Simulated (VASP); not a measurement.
Crystal: BN (zinc blende type).

```
CELL_PARAMETERS angstrom
0.00000 1.81500 1.81500
1.81500 0.00000 1.81500
1.81500 1.81500 0.00000
ATOMIC_POSITIONS crystal
B 0.00000 0.00000 0.00000
N 0.25000 0.25000 0.25000
```

Program: VASP 6.6.1. Alike in all runs: task single point; potentials or basis VASP PAW PBE potentials, release 64 (B, N); no spin polarisation; cell as given; cutoff (eV) 520; smearing fermi-dirac 0.02 eV.

Problem. Order these runs on this cell by their pressure, lowest first.
A. level HSE06; k mesh 4 × 4 × 4; grid for exact exchange (PRECFOCK) Normal; screening parameter 0.2079 1/Å
B. level HSE06; k mesh 3 × 3 × 3; grid for exact exchange (PRECFOCK) Normal; screening parameter 0.2079 1/Å
C. level PBE; k mesh 6 × 6 × 6
D. level r2SCAN; k mesh 6 × 6 × 6
E. level HSE06; k mesh 2 × 2 × 2; grid for exact exchange (PRECFOCK) Normal; screening parameter 0.2079 1/Å

Solution. A (-9.9 GPa), B (-7.7 GPa), D (-5.3 GPa), C (-1.4 GPa), E (10.8 GPa).

Caveats: all runs use coarse meshes; the PAW data sets were made with another functional, which shifts forces and pressure a little (some runs).
